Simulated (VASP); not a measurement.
# BiMo (P6_3/mmc) in VASP: a series of runs

The runs below take BiMo through single point, with PBE.

All numbers are computed with VASP 6.6.1; they aren't measurements. Logs are shortened: lines on timing, memory, paths and dates and some standing lists are left out, and cuts for length are marked.

**1. The cell of the first run**

Symmetry: P6_3/mmc, No. 194, hexagonal system. Conventional cell: a = 4.490 Å, b = 4.490 Å, c = 5.099 Å, α = 90.00°, β = 90.00°, γ = 120.00°. Within 3.4 Å of Mo (site symmetry -3m) lie 2 Mo at 2.55 Å and 6 Bi at 2.89 Å. Bi (site symmetry -6m2) has 6 Mo at 2.89 Å and 6 Bi at 3.64 Å within 3.8 Å.

**2. Single point, PBE (22.26 Å³/atom)**

File INCAR:

```
ALGO = Fast
EDIFF = 1E-6
ENCUT = 520
GGA = PE
ISIF = 2
ISMEAR = 0
LASPH = True
LCHARG = False
LREAL = False
LWAVE = False
NBANDS = 37
NELM = 80
PREC = Accurate
SIGMA = 0.05
```

File KPOINTS:

```
k-points
0
Gamma
  10 10 6
```

File POSCAR:

```
BiMo
1.0
    4.4903024292      0.0000000000      0.0000000000
   -2.2451512146      3.8887159743      0.0000000000
    0.0000000000      0.0000000000      5.0987445044
Mo Bi
2 2
Direct
    0.0000000000      0.0000000000      0.0000000000
    0.0000000000      0.0000000000      0.5000000000
    0.3333333333      0.6666666667      0.2500000000
    0.6666666667      0.3333333333      0.7500000000
```

Potentials or basis: VASP PAW PBE potentials, release 64 (Mo_sv, Bi_d).

The run is started by

```sh
$ cat potpaw_PBE.64/Mo_sv/POTCAR potpaw_PBE.64/Bi_d/POTCAR > POTCAR
$ mpirun -np 1 vasp_std > vasp.out
```

OUTCAR:

```text
EDIFF = 1E-6
   ENCUT = 520
   GGA = PE
   ISIF = 2
   ISMEAR = 0
   LASPH = True
   LREAL = False
   NELM = 80
   PREC = Accurate

 ion  position               nearest neighbor table
   1  0.000  0.000  0.000-   2 2.55   2 2.55   4 2.89   3 2.89   3 2.89   4 2.89   4 2.89   3 2.89

   2  0.000  0.000  0.500-   1 2.55   1 2.55   4 2.89   3 2.89   3 2.89   4 2.89   4 2.89   3 2.89

   3  0.333  0.667  0.250-   1 2.89   2 2.89   1 2.89   2 2.89   1 2.89   2 2.89   4 3.64   4 3.64
                             4 3.64   4 3.64   4 3.64   4 3.64
   4  0.667  0.333  0.750-   1 2.89   2 2.89   1 2.89   2 2.89   1 2.89   2 2.89   3 3.64   3 3.64
                             3 3.64   3 3.64   3 3.64   3 3.64

  LATTYP: Found a hexagonal cell.
 ALAT       =     4.4903024292
 C/A-ratio  =     1.1355013576

  Lattice vectors:

 A1 = (   4.4903024292,   0.0000000000,   0.0000000000)
 A2 = (  -2.2451512146,   3.8887159743,   0.0000000000)
 A3 = (   0.0000000000,   0.0000000000,   5.0987445044)

Analysis of symmetry for initial positions (statically):
=====================================================================
 Subroutine PRICEL returns:
 Original cell was already a primitive cell.

 Routine SETGRP: Setting up the symmetry group for a
 hexagonal supercell.

 Subroutine GETGRP returns: Found 24 space group operations
 (whereof 12 operations were pure point group operations)
 out of a pool of 24 trial point group operations.

The static configuration has the point symmetry D_3d.
 The point group associated with its full space group is D_6h.

Analysis of symmetry for dynamics (positions and initial velocities):
=====================================================================
 Subroutine PRICEL returns:
 Original cell was already a primitive cell.

 Routine SETGRP: Setting up the symmetry group for a
 hexagonal supercell.

 Subroutine GETGRP returns: Found 24 space group operations
 (whereof 12 operations were pure point group operations)
 out of a pool of 24 trial point group operations.

The dynamic configuration has the point symmetry D_3d.
 The point group associated with its full space group is D_6h.

 Subroutine INISYM returns: Found 24 space group operations
 (whereof 12 operations are pure point group operations),
 and found     1 'primitive' translations

----------------------------------------------------------------------------------------

                                     Primitive cell

  volume of cell :      89.0318

  direct lattice vectors                    reciprocal lattice vectors
     4.490302429  0.000000000  0.000000000     0.222702149  0.128577146  0.000000000
    -2.245151215  3.888715974  0.000000000     0.000000000  0.257154291  0.000000000
     0.000000000  0.000000000  5.098744504     0.000000000  0.000000000  0.196126713

  length of vectors
     4.490302429  4.490302429  5.098744504     0.257154291  0.257154291  0.196126713

  position of ions in fractional coordinates (direct lattice)
     0.000000000  0.000000000  0.000000000
     0.000000000  0.000000000  0.500000000
     0.333333333  0.666666667  0.250000000
     0.666666667  0.333333333  0.750000000

  ion indices of the primitive-cell ions
   primitive index   ion index
                 1           1
                 2           2
                 3           3
                 4           4

----------------------------------------------------------------------------------------

 KPOINTS: k-points

Automatic generation of k-mesh.
 Grid dimensions read from file:
 generate k-points for:   10   10    6

 Generating k-lattice:

  Cartesian coordinates                     Fractional coordinates (reciprocal lattice)
     0.022270215  0.012857715  0.000000000     0.100000000 -0.000000000  0.000000000
     0.000000000  0.025715429  0.000000000     0.000000000  0.100000000  0.000000000
     0.000000000  0.000000000  0.032687785     0.000000000  0.000000000  0.166666667

  Length of vectors
     0.025715429  0.025715429  0.032687785

  Shift w.r.t. Gamma in fractional coordinates (k-lattice)
     0.000000000  0.000000000  0.000000000

 Subroutine IBZKPT returns following result:
 ===========================================

 Found     56 irreducible k-points:

 Following reciprocal coordinates:
            Coordinates               Weight
  0.000000  0.000000  0.000000      1.000000
  0.100000  0.000000  0.000000      6.000000
  0.200000  0.000000  0.000000      6.000000
  0.300000 -0.000000  0.000000      6.000000
  0.400000  0.000000  0.000000      6.000000
  0.500000 -0.000000  0.000000      3.000000
[... 16 lines left out ...]
  0.300000  0.100000  0.166667     24.000000
  0.400000  0.100000  0.166667     24.000000
 [... further k-points ...]
   k-points           NKPTS =     56   k-points in BZ     NKDIM =     56   number of bands    NBANDS=     37
   number of dos      NEDOS =    301   number of ions     NIONS =      4
   total plane-waves  NPLWV =  51840
   dimension x,y,z NGX =    36 NGY =   36 NGZ =   40
   dimension x,y,z NGXF=    72 NGYF=   72 NGZF=   80
   ions per type =               2   2
   NGX,Y,Z   is equivalent  to a cutoff of  13.33, 13.33, 13.04 a.u.
   NGXF,Y,Z  is equivalent  to a cutoff of  26.66, 26.66, 26.08 a.u.
 SYSTEM =  unknown system
   PREC   = accura    normal or accurate (medium, high low for compatibility)
   ISTART =      0    job   : 0-new  1-cont  2-samecut
   ICHARG =      2    charge: 1-file 2-atom 10-const
   ISPIN  =      1    spin polarized calculation?
   LNONCOLLINEAR =      F non collinear calculations
   LSORBIT =      F    spin-orbit coupling
   LASPH  =      T    aspherical Exc in radial PAW
   ENCUT  =  520.0 eV  38.22 Ry    6.18 a.u.   8.35  8.35  9.48*2*pi/ulx,y,z
   NELM   =     80;   NELMIN=  2; NELMDL= -5     # of ELM steps
   EDIFF  = 0.1E-05   stopping-criterion for ELM
   LREAL  =      F    real-space projection
   EDIFFG = 0.1E-04   stopping-criterion for IOM
   NSW    =      0    number of steps for IOM
   IBRION =     -1    ionic relax: 0-MD 1-quasi-New 2-CG
   NFREE  =      0    steps in history (QN), initial steepest desc. (CG)
   ISIF   =      2    stress and relaxation
   ISYM   =      2    0-nonsym 1-usesym 2-fastsym
   POTIM  = 0.5000    time-step for ionic-motion
   TEBEG  =    0.0;   TEEND  =   0.0 temperature during run
   PSTRESS=    0.0 pullay stress
   NELECT =      58.0000    total number of electrons
   NUPDOWN=      -1.0000    fix difference up-down
   EMIN   =  10.00;   EMAX   =-10.00  energy-range for DOS
   EFERMI =   0.00;   METHOD = LEGACY
   ISMEAR =     0;   SIGMA  =   0.05  broadening in eV -4-tet -1-fermi 0-gaus
   EFERMI_NEDOS =   21; number of points for ismear=-14 and -15
   IALGO  =     68    algorithm
   IMIX   =      4    mixing-type and parameters
     AMIX     =   0.40;   BMIX     =  1.00
     AMIX_MAG =   1.60;   BMIX_MAG =  1.00
  volume/ion in A,a.u.               =      22.26       150.20
  Fermi-wavevector in a.u.,A,eV,Ry     =   1.419175  2.681851 27.402900  2.014056
  Thomas-Fermi vector in A             =   2.540223
   LORBIT       =      0    0 simple, 1 ext, 2 COOP (PROOUT), +10 PAW based schemes
   GGA     = PE    functional components
   LHFCALC =     F    Hartree Fock is set to
   AEXX    =    0.0000 exact exchange contribution
   IVDW    =     0    specifies the selected vdW correction
   LEPSILON=     F    determine dielectric tensor
   LRPA    =     F    only Hartree local field effects (RPA)
 non-spin polarized calculation
 RMM-DIIS sequential band-by-band and
 Gauss-broadening in eV      SIGMA  =   0.05
  energy-cutoff  :      520.00
  volume of cell :       89.03
 maximum number of plane-waves:      2427
 NGX is ok and might be reduce to    36
   NGX = 17   NGY = 17   NGZ = 19

 number of electron      58.0000011 magnetization

 Free energy of the ion-electron system (eV)
  ---------------------------------------------------
  ext. energy  EPLUGINS =         0.00000000
  ---------------------------------------------------
  free energy    TOTEN  =       -26.97465868 eV

  energy without entropy =      -26.97253043  energy(sigma->0) =      -26.97359456

 E-fermi :   9.6517     XC(G=0): -11.5288

 val. band max:        9.6503104225   @ k =   0.3000   0.3000   0.0000
 cond. band min:       9.6615730962   @ k =   0.2000   0.0000   0.1667
 fundamental gap:      0.0112626737
 Fermi energy:         9.6516769863

 k-point     1 :       0.0000    0.0000    0.0000
  band No.  band energies     occupation
      1     -51.0056      2.00000
      2     -50.7666      2.00000
      3     -25.9013      2.00000
      4     -25.1414      2.00000
      5     -25.1414      2.00000
      6     -24.9247      2.00000
[... 29 lines left out ...]
     36      14.9730      0.00000
     37      15.1488      0.00000

 k-point     2 :       0.1000    0.0000    0.0000
  band No.  band energies     occupation
      1     -51.0055      2.00000
      2     -50.7666      2.00000
      3     -25.9010      2.00000
      4     -25.1423      2.00000
      5     -25.1414      2.00000
      6     -24.9251      2.00000
[... 29 lines left out ...]
     36      14.7074      0.00000
     37      15.0584      0.00000

 k-point     3 :       0.2000    0.0000    0.0000
  band No.  band energies     occupation
      1     -51.0054      2.00000
      2     -50.7666      2.00000
      3     -25.9004      2.00000
      4     -25.1446      2.00000
      5     -25.1414      2.00000
      6     -24.9261      2.00000
[... 29 lines left out ...]
     36      14.3517      0.00000
     37      14.6149      0.00000

 k-point     4 :       0.3000   -0.0000    0.0000
  band No.  band energies     occupation
      1     -51.0053      2.00000
      2     -50.7666      2.00000
      3     -25.8996      2.00000
      4     -25.1475      2.00000
      5     -25.1414      2.00000
      6     -24.9273      2.00000
[... 29 lines left out ...]
     36      14.5842      0.00000
     37      14.9701      0.00000
[... 683 lines left out ...]
      1     -50.9898      2.00000
      2     -50.7830      2.00000
      3     -25.7954      2.00000
      4     -25.1318      2.00000
      5     -25.1275      2.00000
      6     -24.9419      2.00000
[... 29 lines left out ...]
     36      14.3922      0.00000
     37      15.5684      0.00000

 k-point    23 :       0.3000    0.1000    0.1667
  band No.  band energies     occupation
      1     -50.9897      2.00000
      2     -50.7830      2.00000
      3     -25.7948      2.00000
      4     -25.1341      2.00000
      5     -25.1278      2.00000
      6     -24.9430      2.00000
[... 29 lines left out ...]
     36      14.6486      0.00000
     37      15.7286      0.00000

 k-point    24 :       0.4000    0.1000    0.1667
  band No.  band energies     occupation
      1     -50.9896      2.00000
      2     -50.7829      2.00000
      3     -25.7943      2.00000
      4     -25.1355      2.00000
      5     -25.1279      2.00000
      6     -24.9438      2.00000
[... 29 lines left out ...]
     36      14.7932      0.00000
     37      15.9562      0.00000

 [... further k-points ...]
[... 5 lines left out ...]
  --------------------------------------------------------------------------------------
  -------------------------------------------------------------------------------------
  Total        3.9253413      3.9253413      4.0433060      0.0000000      0.0000000      0.0000000
  in kB       70.6387385     70.6387385     72.7615810      0.0000000      0.0000000      0.0000000
  external PRESSURE =      71.3463526 kB  Pullay stress =       0.0000000 kB

 VOLUME and BASIS-vectors are now :
 -----------------------------------------------------------------------------
  energy-cutoff  :      520.00
  volume of cell :       89.03
      direct lattice vectors                 reciprocal lattice vectors
     4.490302429  0.000000000  0.000000000     0.222702149  0.128577146  0.000000000
    -2.245151215  3.888715974  0.000000000     0.000000000  0.257154291  0.000000000
     0.000000000  0.000000000  5.098744504     0.000000000  0.000000000  0.196126713

 POSITION                                       TOTAL-FORCE (eV/Angst)
 -----------------------------------------------------------------------------------
      0.00000      0.00000      0.00000        -0.000000      0.000000      0.000000
      0.00000      0.00000      2.54937        -0.000000      0.000000      0.000000
     -0.00000      2.59248      1.27469         0.000000     -0.000000     -0.000000
      2.24515      1.29624      3.82406        -0.000000      0.000000      0.000000
 -----------------------------------------------------------------------------------
    total drift:                               -0.000000      0.000000     -0.000000

  FREE ENERGIE OF THE ION-ELECTRON SYSTEM (eV)
  ---------------------------------------------------
  free  energy   TOTEN  =       -26.9746586779 eV

  energy  without entropy=      -26.9725304337  energy(sigma->0) =      -26.97359456
```

Run time: 5.8 min. Hardware: 1 thread of Oxide Virtual Turin-like, shared host; peak memory 0.28 GiB.

What came out:

| Property | Result |
| --- | --- |
| Free energy | -26.9747 eV |
| Pressure | 7.1 GPa |
| Band gap on the k mesh | zero (bands 29 and 30 overlap by 1.61 eV) |

Caveat: the cell stands under pressure; spin-orbit coupling is left out, which moves the levels of the heavy elements.

**3. Single point, PBE (22.61 Å³/atom)**

This run uses another cell than the first one, of 22.61 Å³/atom.

File INCAR:

```
SYSTEM = BiMo
PREC = Accurate
ENCUT = 520
EDIFF = 1E-6
ISMEAR = 0
SIGMA = 0.05
LREAL = .False.
LASPH = .True.
NELM = 60
ALGO = Fast
ISIF = 2
LWAVE = .False.
LCHARG = .True.
GGA = PE
LELF = .True.
LVHAR = .True.
NBANDS = 37
```

File KPOINTS:

```
Automatic mesh
0
Gamma
  10 10 6
  0 0 0
```

File POSCAR:

```
BiMo
1.0
    4.5216242879      0.0000000000      0.0000000000
   -2.2608121439      3.9158414997      0.0000000000
    0.0000000000      0.0000000000      5.1081649597
Mo Bi
2 2
Direct
    0.0000000000      0.0000000000      0.0000000000
    0.0000000000      0.0000000000      0.5000000000
    0.3333333333      0.6666666667      0.2500000000
    0.6666666667      0.3333333333      0.7500000000
```

Potentials or basis: VASP PAW PBE potentials, release 64 (Mo_sv, Bi_d).

The run is started by

```sh
$ cat potpaw_PBE.64/Mo_sv/POTCAR potpaw_PBE.64/Bi_d/POTCAR > POTCAR
$ mpirun -np 1 vasp_std > vasp.out
```

It took 6.7 min on 1 thread of Oxide Virtual Turin-like, shared host; peak memory 0.29 GiB.

Results (log left out):

* Free energy: -27.0283 eV
* Pressure: 5.0 GPa
* Band gap on the k mesh: zero (bands 29 and 30 overlap by 1.57 eV)

Stress tensor (GPa, compression positive):
```
4.93 0.00 0.00
0.00 4.93 0.00
0.00 0.00 5.15
```

Levels at points of the mesh, in eV from the Fermi level:
| k point | band 26 | band 27 | band 28 | band 29 | band 30 | band 31 | band 32 | band 33 |
| --- | --- | --- | --- | --- | --- | --- | --- | --- |
| (0.00, 0.00, 0.00) | -2.14 | 0.05 | 0.05 | 0.76 | 0.76 | 2.69 | 2.69 | 2.79 |
| (0.50, 0.00, 0.00) | -1.64 | -1.35 | -1.24 | -0.91 | 0.50 | 0.99 | 1.06 | 2.56 |
| (0.00, 0.00, 0.50) | -1.64 | -0.64 | -0.64 | -0.64 | -0.64 | 0.32 | 0.32 | 4.29 |
| (0.50, 0.00, 0.50) | -1.17 | -0.18 | -0.18 | -0.16 | -0.16 | 0.00 | 0.00 | 2.45 |

Caveat: the cell stands under pressure; spin-orbit coupling is left out, which moves the levels of the heavy elements.

**4. Single point, PBE (23.08 Å³/atom)**

This run uses another cell than the first one, of 23.08 Å³/atom.

File INCAR:

```
SYSTEM = BiMo
PREC = Accurate ; ENCUT = 520
EDIFF = 1E-6 ; ISMEAR = 0
SIGMA = 0.05 ; LREAL = .FALSE.
LASPH = .TRUE. ; NELM = 100
ALGO = Fast ; ISIF = 2
LWAVE = .FALSE. ; LCHARG = .FALSE.
GGA = PE ; NBANDS = 37
```

File KPOINTS:

```
Automatic mesh
0
G
  10 10 6
  0 0 0
```

File POSCAR:

```
BiMo
1.0
    4.5620516830      0.0000000000      0.0000000000
   -2.2810258415      3.9508526509      0.0000000000
    0.0000000000      0.0000000000      5.1225746992
Mo Bi
2 2
Direct
    0.0000000000      0.0000000000      0.0000000000
    0.0000000000      0.0000000000      0.5000000000
    0.3333333333      0.6666666667      0.2500000000
    0.6666666667      0.3333333333      0.7500000000
```

The run is started by

```sh
$ cat potpaw_PBE.64/Mo_sv/POTCAR potpaw_PBE.64/Bi_d/POTCAR > POTCAR
$ mpirun -np 1 vasp_std > vasp.out
```

It took 7 min on 1 thread of Oxide Virtual Turin-like, shared host; peak memory 0.28 GiB.

The run converged. Its results:

```yaml
Free_energy: -27.0721 eV
Pressure: 2.4 GPa
Band_gap_on_the_k_mesh: zero (bands 29 and 30 overlap by 1.52 eV)
```

Stress tensor (GPa, compression positive):
```
2.36 0.00 0.00
0.00 2.36 0.00
0.00 0.00 2.53
```

Levels at points of the mesh, in eV from the Fermi level:
```
           k point  band 27  band 28  band 29  band 30  band 31  band 32
(0.00, 0.00, 0.00)     0.08     0.08     0.71     0.71     2.68     2.68
(0.50, 0.00, 0.00)    -1.35    -1.19    -0.89     0.51     0.90     1.05
(0.00, 0.00, 0.50)    -0.62    -0.62    -0.62    -0.62     0.28     0.28
(0.50, 0.00, 0.50)    -0.17    -0.17    -0.14    -0.14     0.02     0.02
```

Caveat: spin-orbit coupling is left out, which moves the levels of the heavy elements.

**5. Summary**

| cell | gap on the mesh (eV) | pressure (GPa) |
| --- | --- | --- |
| a = 4.490, b = 4.490, c = 5.099 Å, angles 90.0, 90.0, 120.0°, 4 atoms | none | 7.1 |
| a = 4.522, b = 4.522, c = 5.108 Å, angles 90.0, 90.0, 120.0°, 4 atoms | none | 5.0 |
| a = 4.562, b = 4.562, c = 5.123 Å, angles 90.0, 90.0, 120.0°, 4 atoms | none | 2.4 |

Alike in all rows: task single point; level PBE; potentials or basis VASP PAW PBE potentials, release 64 (Mo_sv, Bi_d); no spin polarisation; k mesh 10 × 10 × 6; cutoff (eV) 520; smearing gaussian 0.05 eV.

Caveats: spin-orbit coupling is left out, which moves the levels of the heavy elements; the cell stands under pressure (at least some runs).

Absolute energies hang on the potentials; compare differences alone.

The gap in the log of VASP goes by the Fermi energy; the results here count the filled bands.